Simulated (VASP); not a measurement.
# C in VASP: single point with PBE

Aim: the single point of C with PBE.

Program: VASP 6.6.1. These are calculated values, not measurements. Logs are shortened: lines on timing, memory, paths and dates and some standing lists are left out, and cuts for length are marked.

## (1) The cell of the first run

The cell holds a sheet with vacuum, 4 atoms: a = 4.921 Å, b = 2.459 Å, c = 23.907 Å, α = 90.00°, β = 90.00°, γ = 120.50°.

## (2) Single point, PBE

Input file INCAR:

```
ALGO = Normal
DIPOL = 0.5 0.5 0.314
EDIFF = 1E-6
ENCUT = 520
GGA = PE
IDIPOL = 3
ISIF = 2
ISMEAR = 0
LASPH = T
LCHARG = F
LDIPOL = T
LREAL = F
LWAVE = F
NBANDS = 16
NELM = 100
PREC = Accurate
SIGMA = 0.2
```

Input file KPOINTS:

```
k-points
0
Gamma
  10 10 1
```

Input file POSCAR:

```
C
1.0
    4.9209229019     -0.0205397036      0.0000000000
   -1.2391241786      2.1239786288      0.0000000000
    0.0000000000      0.0000000000     23.9071048000
C
4
Direct
    0.1585086542      0.6905693828      0.3103409098
    0.6641979536      0.6301555656      0.3145750579
    0.3459039686      0.3558225808      0.3141223400
    0.8313894237      0.3234524708      0.3158187839
```

Potentials or basis: VASP PAW PBE potentials, release 64 (C).

On the command line:

```console
> cat potpaw_PBE.64/C/POTCAR > POTCAR
> mpirun -np 1 vasp_std > vasp.out
```

OUTCAR:

```text
EDIFF = 1E-6
   ENCUT = 520
   GGA = PE
   ISIF = 2
   ISMEAR = 0
   LASPH = T
   LREAL = F
   NELM = 100
   PREC = Accurate

 ion  position               nearest neighbor table
   1  0.159  0.691  0.310-   4 1.40   3 1.42   3 1.52
   2  0.664  0.630  0.315-   3 1.36   4 1.37   4 1.47
   3  0.346  0.356  0.314-   2 1.36   1 1.42   1 1.52
   4  0.831  0.323  0.316-   2 1.37   1 1.40   2 1.47

  Warning from LATTYP: Monoclinic adjustment (A1->A3, A2->A1, A3->A2)!
  Warning from LATTYP: Got some problem with cell dimensions!
  Tried to take original basis but could not verify dimensions!
  LATTYP: Found a simple monoclinic cell.
 ALAT       =     2.4590066990
 B/A-ratio  =     9.7222609479
 C/A-ratio  =     1.7243932141
 COS(beta)  =    -0.0090675447

  Lattice vectors:

 A1 = (  -1.2391241786,   2.1239786288,   0.0000000000)
 A2 = (   0.0000000000,   0.0000000000,  23.9071048000)
 A3 = (   3.6817987233,   2.1034389252,   0.0000000000)

Analysis of symmetry for initial positions (statically):
=====================================================================
 Subroutine PRICEL returns:
 Original cell was already a primitive cell.

 Routine SETGRP: Setting up the symmetry group for a
 simple monoclinic supercell.

 Subroutine GETGRP returns: Found  1 space group operations
 (whereof  1 operations were pure point group operations)
 out of a pool of  4 trial point group operations.

The static configuration has the point symmetry C_1 .

Analysis of symmetry for dynamics (positions and initial velocities):
=====================================================================
 Subroutine PRICEL returns:
 Original cell was already a primitive cell.

 Routine SETGRP: Setting up the symmetry group for a
 simple monoclinic supercell.

 Subroutine GETGRP returns: Found  1 space group operations
 (whereof  1 operations were pure point group operations)
 out of a pool of  4 trial point group operations.

The dynamic configuration has the point symmetry C_1 .

 Subroutine INISYM returns: Found  1 space group operations
 (whereof  1 operations are pure point group operations),
 and found     1 'primitive' translations

----------------------------------------------------------------------------------------

                                     Primitive cell

  volume of cell :     249.2670

  direct lattice vectors                    reciprocal lattice vectors
     4.920922902 -0.020539704  0.000000000     0.203709962  0.118843917  0.000000000
    -1.239124179  2.123978629  0.000000000     0.001969955  0.471963797  0.000000000
     0.000000000  0.000000000 23.907104800     0.000000000  0.000000000  0.041828570

  length of vectors
     4.920965768  2.459006699 23.907104800     0.235842374  0.471967908  0.041828570

  position of ions in fractional coordinates (direct lattice)
     0.158508654  0.690569383  0.310340910
     0.664197954  0.630155566  0.314575058
     0.345903969  0.355822581  0.314122340
     0.831389424  0.323452471  0.315818784

  ion indices of the primitive-cell ions
   primitive index   ion index
                 1           1
                 2           2
                 3           3
                 4           4

----------------------------------------------------------------------------------------

 KPOINTS: k-points

Automatic generation of k-mesh.
 Grid dimensions read from file:
 generate k-points for:   10   10    1

 Generating k-lattice:

  Cartesian coordinates                     Fractional coordinates (reciprocal lattice)
     0.020370996  0.011884392  0.000000000     0.100000000 -0.000000000  0.000000000
     0.000196995  0.047196380  0.000000000     0.000000000  0.100000000  0.000000000
     0.000000000  0.000000000  0.041828570     0.000000000  0.000000000  1.000000000

  Length of vectors
     0.023584237  0.047196791  0.041828570

  Shift w.r.t. Gamma in fractional coordinates (k-lattice)
     0.000000000  0.000000000  0.000000000

 Subroutine IBZKPT returns following result:
 ===========================================

 Found     52 irreducible k-points:

 Following reciprocal coordinates:
            Coordinates               Weight
  0.000000  0.000000  0.000000      1.000000
  0.100000  0.000000  0.000000      2.000000
  0.200000  0.000000  0.000000      2.000000
  0.300000 -0.000000  0.000000      2.000000
  0.400000 -0.000000  0.000000      2.000000
  0.500000  0.000000  0.000000      1.000000
[... 16 lines left out ...]
 -0.400000  0.200000  0.000000      2.000000
 -0.300000  0.200000  0.000000      2.000000
 [... further k-points ...]
   k-points           NKPTS =     52   k-points in BZ     NKDIM =     52   number of bands    NBANDS=     16
   number of dos      NEDOS =    301   number of ions     NIONS =      4
   total plane-waves  NPLWV = 129600
   dimension x,y,z NGX =    40 NGY =   18 NGZ =  180
   dimension x,y,z NGXF=    80 NGYF=   36 NGZF=  360
   ions per type =               4
   NGX,Y,Z   is equivalent  to a cutoff of  13.51, 12.17, 12.52 a.u.
   NGXF,Y,Z  is equivalent  to a cutoff of  27.03, 24.34, 25.03 a.u.
 SYSTEM =  unknown system
   PREC   = accura    normal or accurate (medium, high low for compatibility)
   ISTART =      0    job   : 0-new  1-cont  2-samecut
   ICHARG =      2    charge: 1-file 2-atom 10-const
   ISPIN  =      1    spin polarized calculation?
   LNONCOLLINEAR =      F non collinear calculations
   LSORBIT =      F    spin-orbit coupling
   LASPH  =      T    aspherical Exc in radial PAW
   ENCUT  =  520.0 eV  38.22 Ry    6.18 a.u.   9.15  4.57 44.45*2*pi/ulx,y,z
   NELM   =    100;   NELMIN=  2; NELMDL= -5     # of ELM steps
   EDIFF  = 0.1E-05   stopping-criterion for ELM
   LREAL  =      F    real-space projection
   EDIFFG = 0.1E-04   stopping-criterion for IOM
   NSW    =      0    number of steps for IOM
   IBRION =     -1    ionic relax: 0-MD 1-quasi-New 2-CG
   NFREE  =      0    steps in history (QN), initial steepest desc. (CG)
   ISIF   =      2    stress and relaxation
   ISYM   =      2    0-nonsym 1-usesym 2-fastsym
   POTIM  = 0.5000    time-step for ionic-motion
   TEBEG  =    0.0;   TEEND  =   0.0 temperature during run
   PSTRESS=    0.0 pullay stress
   NELECT =      16.0000    total number of electrons
   NUPDOWN=      -1.0000    fix difference up-down
   EMIN   =  10.00;   EMAX   =-10.00  energy-range for DOS
   EFERMI =   0.00;   METHOD = LEGACY
   ISMEAR =     0;   SIGMA  =   0.20  broadening in eV -4-tet -1-fermi 0-gaus
   EFERMI_NEDOS =   21; number of points for ismear=-14 and -15
   IALGO  =     38    algorithm
   IMIX   =      4    mixing-type and parameters
     AMIX     =   0.40;   BMIX     =  1.00
     AMIX_MAG =   1.60;   BMIX_MAG =  1.00
  volume/ion in A,a.u.               =      62.32       420.53
  Fermi-wavevector in a.u.,A,eV,Ry     =   0.655481  1.238679  5.845809  0.429655
  Thomas-Fermi vector in A             =   1.726370
   LORBIT       =      0    0 simple, 1 ext, 2 COOP (PROOUT), +10 PAW based schemes
   GGA     = PE    functional components
   LHFCALC =     F    Hartree Fock is set to
   AEXX    =    0.0000 exact exchange contribution
   IVDW    =     0    specifies the selected vdW correction
   LEPSILON=     F    determine dielectric tensor
   LRPA    =     F    only Hartree local field effects (RPA)
 non-spin polarized calculation
 Gauss-broadening in eV      SIGMA  =   0.20
  energy-cutoff  :      520.00
  volume of cell :      249.27
 maximum number of plane-waves:      6808
 NGX is ok and might be reduce to    40
   NGX = 19   NGY =  9   NGZ = 89

 dipolmoment           0.000000      0.000000      0.000752 electrons x Angstroem

 number of electron      16.0000000 magnetization

 dipolmoment           0.000000      0.000000     -0.000436 electrons x Angstroem

 Free energy of the ion-electron system (eV)
  ---------------------------------------------------
  ext. energy  EPLUGINS =         0.00000000
  ---------------------------------------------------
  free energy    TOTEN  =       -36.36500470 eV

  energy without entropy =      -36.36204755  energy(sigma->0) =      -36.36352612

 E-fermi :  -2.9758     XC(G=0):  -1.8265

 val. band max:       -3.1058665192   @ k =  -0.3000   0.3000   0.0000
 cond. band min:      -2.8457586977   @ k =  -0.3000   0.3000   0.0000
 fundamental gap:      0.2601078215
 Fermi energy:        -2.9758126086

 k-point     1 :       0.0000    0.0000    0.0000
  band No.  band energies     occupation
      1     -22.5972      2.00000
      2     -17.0600      2.00000
      3     -16.6231      2.00000
      4     -10.6630      2.00000
      5      -9.2420      2.00000
      6      -6.4942      2.00000
[... 8 lines left out ...]
     15       3.3588      0.00000
     16       3.4590      0.00000

 k-point     2 :       0.1000    0.0000    0.0000
  band No.  band energies     occupation
      1     -22.5385      2.00000
      2     -17.9088      2.00000
      3     -15.6918      2.00000
      4     -10.5904      2.00000
      5      -9.1952      2.00000
      6      -6.7072      2.00000
[... 8 lines left out ...]
     15       3.4415      0.00000
     16       3.6023      0.00000

 k-point     3 :       0.2000    0.0000    0.0000
  band No.  band energies     occupation
      1     -22.3633      2.00000
      2     -18.8500      2.00000
      3     -14.5066      2.00000
      4     -10.3737      2.00000
      5      -9.0739      2.00000
      6      -7.2817      2.00000
[... 8 lines left out ...]
     15       3.6893      0.00000
     16       3.9404      0.00000
[... 362 lines left out ...]
 k-point    23 :      -0.4000    0.2000    0.0000
  band No.  band energies     occupation
      1     -21.6652      2.00000
      2     -18.1600      2.00000
      3     -14.1698      2.00000
      4     -11.3681      2.00000
      5      -9.5682      2.00000
      6      -8.9716      2.00000
[... 8 lines left out ...]
     15       4.6482      0.00000
     16       4.7982      0.00000

 k-point    24 :      -0.3000    0.2000    0.0000
  band No.  band energies     occupation
      1     -21.8346      2.00000
      2     -17.2418      2.00000
      3     -15.2405      2.00000
      4     -11.5805      2.00000
      5      -9.7695      2.00000
      6      -8.3754      2.00000
[... 8 lines left out ...]
     15       4.4129      0.00000
     16       4.6969      0.00000

 [... further k-points ...]

------------------------ aborting loop because EDIFF is reached ----------------------------------------

 vacuum level on the upper side and lower side of the slab       (xc-potential included)        -0.011        -0.004

  FORCE on cell =-STRESS in cart. coord.  units (eV):
  Direction    XX          YY          ZZ          XY          YZ          ZX
  --------------------------------------------------------------------------------------
  -------------------------------------------------------------------------------------
  Total        3.0602760      1.8132343     -0.2014862      1.4346776      0.0414980     -0.3132104
  in kB       19.6700885     11.6546608     -1.2950633      9.2214678      0.2667304     -2.0131765
  external PRESSURE =      10.0098953 kB  Pullay stress =       0.0000000 kB

 VOLUME and BASIS-vectors are now :
 -----------------------------------------------------------------------------
  energy-cutoff  :      520.00
  volume of cell :      249.27
      direct lattice vectors                 reciprocal lattice vectors
     4.920922902 -0.020539704  0.000000000     0.203709962  0.118843917  0.000000000
    -1.239124179  2.123978629  0.000000000     0.001969955  0.471963797  0.000000000
     0.000000000  0.000000000 23.907104800     0.000000000  0.000000000  0.041828570

 POSITION                                       TOTAL-FORCE (eV/Angst)
 -----------------------------------------------------------------------------------
     -0.07569      1.46350      7.41935         3.976491     -0.698133      1.600416
      2.48763      1.32479      7.52058        -0.298729      3.956006      0.414881
      1.26126      0.74865      7.50976        -4.900642     -1.667128     -1.044626
      3.69041      0.66993      7.55031         1.222880     -1.590745     -0.970671
 -----------------------------------------------------------------------------------
    total drift:                                0.000113     -0.000392      0.000088

  FREE ENERGIE OF THE ION-ELECTRON SYSTEM (eV)
  ---------------------------------------------------
  free  energy   TOTEN  =       -36.3650047002 eV

  energy  without entropy=      -36.3620475497  energy(sigma->0) =      -36.36352612

 vacuum level on the upper side and lower side of the slab         1.251         1.259
```

Wall time 2.4 min (1 thread of Intel Xeon 6975P-C (Granite Rapids), shared host); peak memory 0.42 GiB.

Results:

- Free energy: -36.3650 eV
- Largest force: 5.281 eV/Å

Forces in eV/Å, atoms in the order of the input:
```
C    3.976 -0.698  1.600
C   -0.299  3.956  0.415
C   -4.901 -1.667 -1.045
C    1.223 -1.591 -0.971
```
